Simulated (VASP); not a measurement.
A run of VASP 6.6.1:

INCAR

```
PREC = Accurate ; ENCUT = 520
EDIFF = 1E-6 ; ISMEAR = -1
SIGMA = 0.05 ; LREAL = False
LASPH = True ; NELM = 100
ALGO = Normal ; ISIF = 2
LWAVE = False ; LCHARG = False
NBANDS = 16
```

KPOINTS

```
Automatic mesh
0
Gamma
  18 18 6
```

File POSCAR:

```
C
1.0
    1.2280479700     -2.1270618200      0.0000000000
    1.2280479700      2.1270618200      0.0000000000
    0.0000000000      0.0000000000      7.1732677600
C
4
Direct
    0.0833794600      0.9166205400      0.7531376000
    0.5833794600      0.4166205400      0.2468624000
    0.9166205400      0.0833794600      0.2468624000
    0.4166205400      0.5833794600      0.7531376000
```

Potentials or basis: VASP PAW LDA potentials, release 64 (C).

Launch:

```bash
$ cat potpaw_LDA.64/C/POTCAR > POTCAR
$ mpirun -np 1 vasp_std > vasp.out
```

Hardware: 1 thread of Intel(R) Xeon(R) Platinum 8488C (Sapphire Rapids) (shared host).

Problem. Estimate the wall time of this run.

Solution. It took 110 s on 1 thread of Intel(R) Xeon(R) Platinum 8488C (Sapphire Rapids), on a shared host, peak memory 0.24 GiB. Counts: scf iterations 12, k points 364.
